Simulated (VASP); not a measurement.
Here is a VASP 6.6.1 calculation.

Contents of INCAR:

```
ALGO = Normal
EDIFF = 1E-6
ENCUT = 520
GGA = PS
ISIF = 2
ISMEAR = 0
LASPH = T
LCHARG = F
LREAL = F
LWAVE = F
NBANDS = 34
NELM = 60
PREC = Accurate
SIGMA = 0.1
```

KPOINTS

```
k-points
0
Gamma
  5 5 4
```

POSCAR

```
LiF3
1.0
    4.4183080000      0.0000000000      0.0000000000
   -2.2091540000      3.8263670000      0.0000000000
    0.0000000000      0.0000000000      4.6530210000
Li F
2 6
Direct
    0.3333333333      0.6666666667      0.7500000000
    0.6666666667      0.3333333333      0.2500000000
    0.1687660000      0.3375320000      0.2500000000
    0.1687660000      0.8312340000      0.2500000000
    0.6624680000      0.8312340000      0.2500000000
    0.8312340000      0.6624680000      0.7500000000
    0.8312340000      0.1687660000      0.7500000000
    0.3375320000      0.1687660000      0.7500000000
```

Potentials or basis: VASP PAW PBE potentials, release 64 (Li_sv, F).

Run with:

```sh
$ cat potpaw_PBE.64/Li_sv/POTCAR potpaw_PBE.64/F/POTCAR > POTCAR
$ mpirun -np 1 vasp_std > vasp.out
```

(1) What does it give for the largest force?

(2) Predict the band gap on the k mesh.

## Answers

(1) 0.077 eV/Å.

(2) zero (band 24 reaches -1.57 eV, above the bottom of band 25 at -2.03 eV).

Caveat: the PAW data sets were made with another functional, which shifts forces and pressure a little.
